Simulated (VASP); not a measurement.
A run of VASP 6.6.1 is set up as follows.

Contents of INCAR:

```
  PREC = Accurate
  ENCUT = 600
  EDIFF = 1E-6
  ISMEAR = 0
  SIGMA = 0.01
  LREAL = False
  LASPH = True
  NELM = 120
  ALGO = Normal
  ISIF = 2
  LWAVE = False
  LCHARG = False
  GGA = CA
  NBANDS = 16
  GGA_COMPAT = False
```

KPOINTS

```
regular mesh
0
Gamma
  8 8 8
```

Contents of POSCAR:

```
GaN
1.0
    0.0000000000      2.0903963108      2.0903963108
    2.0903963108      0.0000000000      2.0903963108
    2.0903963108      2.0903963108      0.0000000000
Ga N
1 1
Direct
    0.0000000000      0.0000000000      0.0000000000
    0.5000000000      0.5000000000      0.5000000000
```

Potentials or basis: VASP PAW LDA potentials, release 64 (Ga_d, N).

The run is started by

```bash
$ cat potpaw_LDA.64/Ga_d/POTCAR potpaw_LDA.64/N/POTCAR > POTCAR
$ mpirun -np 1 vasp_std > vasp.out
```

Q: Predict the pressure.

A: 1.3 GPa.

Q: Predict the band gap on the k mesh.

A: 0.64 eV (least direct gap 3.25 eV).

A k mesh can miss the band edges.
